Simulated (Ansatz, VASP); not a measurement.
# LiCl: VASP beside Ansatz

INCAR

```
PREC     = Accurate       # precision mode
ENCUT    = 520            # plane-wave cutoff, eV
EDIFF    = 1E-7           # SCF threshold, eV
ISMEAR   = -1             # smearing method
SIGMA    = 0.02           # smearing width, eV
LREAL    = F              # projectors in reciprocal space
LASPH    = T              # aspherical terms in the spheres
NELM     = 60             # most SCF steps
ALGO     = Normal         # electronic algorithm
ISIF     = 2              # what is computed and relaxed
LWAVE    = F              # write WAVECAR
LCHARG   = F              # write CHGCAR
GGA      = PE             # functional
NBANDS   = 12             # bands
```

File KPOINTS:

```
regular mesh
0
Gamma
  8 8 8
```

Contents of POSCAR:

```
LiCl
1.0
    0.0000000000      2.7330425439      2.7330425439
    2.6603436122      0.0000000000      2.7330425439
    2.6603436122      2.7330425439      0.0000000000
Li Cl
1 1
Direct
    0.0000000000      0.0000000000      0.0000000000
    0.2500000000      0.2500000000      0.2500000000
```

Input for Ansatz:

```yaml
crystal:
  lattice:
    - [0.0, 2.7330425439, 2.7330425439]
    - [2.6603436122, 0.0, 2.7330425439]
    - [2.6603436122, 2.7330425439, 0.0]
  atoms:
    - { symbol: Li, position: [0.0, 0.0, 0.0] }
    - { symbol: Cl, position: [0.25, 0.25, 0.25] }
kpoints:
  mp_grid: { grid: [8, 8, 8] }
  band_path:
    path:
      - [0.0, 0.0, 0.0]
      - [-0.5, -0.5, 0.0]
      - [-0.375, -0.375, 0.25]
      - [-0.375, 0.0, 0.375]
      - [0.0, 0.0, 0.5]
      - [-0.5, -0.25, 0.25]
    npoints: 1
hamiltonian:
  xc: pbe
scf:
  occupations: { method: fermi_dirac, width: 0.02 }
  n_extra_bands: 4
output:
  forces: true
  stress: true
  eigenvalues: true
```

Change from the starting cell: uniaxial_x strain -2.7%.

Alike in both runs: task single point; functional PBE; k mesh 8 × 8 × 8; occupations fermi-dirac, width 0.02 eV; no spin polarisation.

|  | VASP | Ansatz |
| --- | --- | --- |
| version | VASP 6.6.1 | Ansatz 0.2.0 |
| potentials or method | VASP PAW PBE potentials, release 64 (Li_sv, Cl) | plane waves, PAW |
| plane-wave cutoff (eV) | 520 | 420 |
| valence electrons in the cell | 10 | 10 |

Ansatz gave:

| Quantity | Value |
| --- | --- |
| gap on the k mesh at the Fermi level (eV) | 6.11 |

Q: Estimate VASP's values.

A: gap on the k mesh at the Fermi level (eV): 6.12.

The functional is the same, so the differences come from potentials, cutoffs and numerics.

Noted on VASP's run: the cutoff is under 1.25 times that of the potentials, so the pressure is a little rough.
